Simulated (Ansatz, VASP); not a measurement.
Two plane-wave programs on HfO2

```
CELL_PARAMETERS angstrom
3.56695 0.00000 0.00000
0.00000 3.56695 0.00000
0.00000 0.00000 5.16542
ATOMIC_POSITIONS crystal
Hf 0.00000 0.00000 0.00000
Hf 0.50000 0.50000 0.50000
O 0.00000 0.50000 0.20017
O 0.00000 0.50000 0.70017
O 0.50000 0.00000 0.29983
O 0.50000 0.00000 0.79983
```

Alike in both runs: functional PBEsol; k mesh 6 × 6 × 4; no spin polarisation.

Ansatz relaxed the structure, and its values are those at the end. VASP's run is a single point on that final structure, the one shown.

```csv
,VASP,Ansatz
version,VASP 6.6.1,Ansatz 0.2.0
potentials or method,"VASP PAW PBE potentials, release 64 (Hf_pv, O), cutoff 600 eV","scalar-relativistic, plane waves, PAW"
occupations,"gaussian, width 0.01 eV",fixed
valence electrons in the cell,44,76
```

|  | VASP | Ansatz | Ansatz less VASP |
| --- | --- | --- | --- |
| gap on the k mesh at the Fermi level (eV) | 4.57 | 4.57 | -0.001 |
| least direct gap on the mesh (eV) | 4.65 | 4.65 | +0.001 |
| pressure (GPa) | -3.5 | 0.0 | +3.46 |
| rms of the force components (eV/Å) | 0.014 | 0.000 | -0.0143 |

VASP's potentials were made for PBE, not for PBEsol. VASP's potentials hold 44 valence electrons a cell and Ansatz's 76, so a difference there can come from the potentials and not from the codes.

Spin-orbit coupling is off throughout.
